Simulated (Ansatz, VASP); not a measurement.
NaB12: VASP beside Ansatz

The input INCAR:

```
PREC = Accurate
ENCUT = 520
EDIFF = 1E-7
ISMEAR = 0
SIGMA = 0.1
LREAL = False
LASPH = True
NELM = 100
ALGO = Normal
ISIF = 2
LWAVE = False
LCHARG = False
GGA = PE
NBANDS = 34
```

KPOINTS

```
Automatic mesh
0
Gamma
  4 4 4
```

File POSCAR:

```
NaB12
1.0
    0.0000000000      3.6805478500      3.6805478500
    3.6805478500      0.0000000000      3.6805478500
    3.6805478500      3.6805478500      0.0000000000
Na B
1 12
Direct
    0.0000000000      0.0000000000      0.0000000000
    0.8375666800      0.1624333200      0.5000000000
    0.1624333200      0.8375666800      0.5000000000
    0.5000000000      0.8375666800      0.1624333200
    0.1624333200      0.5000000000      0.5000000000
    0.5000000000      0.5000000000      0.8375666800
    0.5000000000      0.5000000000      0.1624333200
    0.5000000000      0.8375666800      0.5000000000
    0.1624333200      0.5000000000      0.8375666800
    0.8375666800      0.5000000000      0.5000000000
    0.5000000000      0.1624333200      0.5000000000
    0.8375666800      0.5000000000      0.1624333200
    0.5000000000      0.1624333200      0.8375666800
```

Input for Ansatz:

```yaml
crystal:
  lattice:
    - [0.0, 3.68054785, 3.68054785]
    - [3.68054785, 0.0, 3.68054785]
    - [3.68054785, 3.68054785, 0.0]
  atoms:
    - { symbol: Na, position: [0.0, 0.0, 0.0] }
    - { symbol: B, position: [0.83756668, 0.16243332, 0.5] }
    - { symbol: B, position: [0.16243332, 0.83756668, 0.5] }
    - { symbol: B, position: [0.5, 0.83756668, 0.16243332] }
    - { symbol: B, position: [0.16243332, 0.5, 0.5] }
    - { symbol: B, position: [0.5, 0.5, 0.83756668] }
    - { symbol: B, position: [0.5, 0.5, 0.16243332] }
    - { symbol: B, position: [0.5, 0.83756668, 0.5] }
    - { symbol: B, position: [0.16243332, 0.5, 0.83756668] }
    - { symbol: B, position: [0.83756668, 0.5, 0.5] }
    - { symbol: B, position: [0.5, 0.16243332, 0.5] }
    - { symbol: B, position: [0.83756668, 0.5, 0.16243332] }
    - { symbol: B, position: [0.5, 0.16243332, 0.83756668] }
basis:
  ecutwfc: 420
kpoints:
  mp_grid: { grid: [4, 4, 4] }
hamiltonian:
  xc: pbe
scf:
  occupations: { method: gaussian, width: 0.1 }
  lower_state_search: "off"
output:
  forces: true
  stress: true
  eigenvalues: true
```

Change from the starting cell: species swapped into the GdB12 type (Fm-3m, No. 225).

Alike in both runs: task single point; functional PBE; k mesh 4 × 4 × 4; occupations gaussian, width 0.1 eV; no spin polarisation.

|  | VASP | Ansatz |
| --- | --- | --- |
| version | VASP 6.6.1 | Ansatz 0.2.0 |
| potentials or method | VASP PAW PBE potentials, release 64 (Na_pv, B), cutoff 520 eV | scalar-relativistic, plane waves, PAW |
| valence electrons in the cell | 43 | 45 |

|  | VASP | Ansatz | Ansatz less VASP |
| --- | --- | --- | --- |
| gap on the k mesh at the Fermi level (eV) | none | none | - |
| pressure (GPa) | 9.6 | 9.5 | -0.05 |
| rms of the force components (eV/Å) | 0.149 | 0.152 | +0.0028 |

Atom by atom the forces differ by 0.003 eV/Å (rms over components). A gap of «none» marks a metal or a gap that the smearing closes. VASP's potentials hold 43 valence electrons a cell and Ansatz's 45, so a difference there can come from the potentials and not from the codes.

The k mesh is coarse, so the values compare programs but aren't converged.
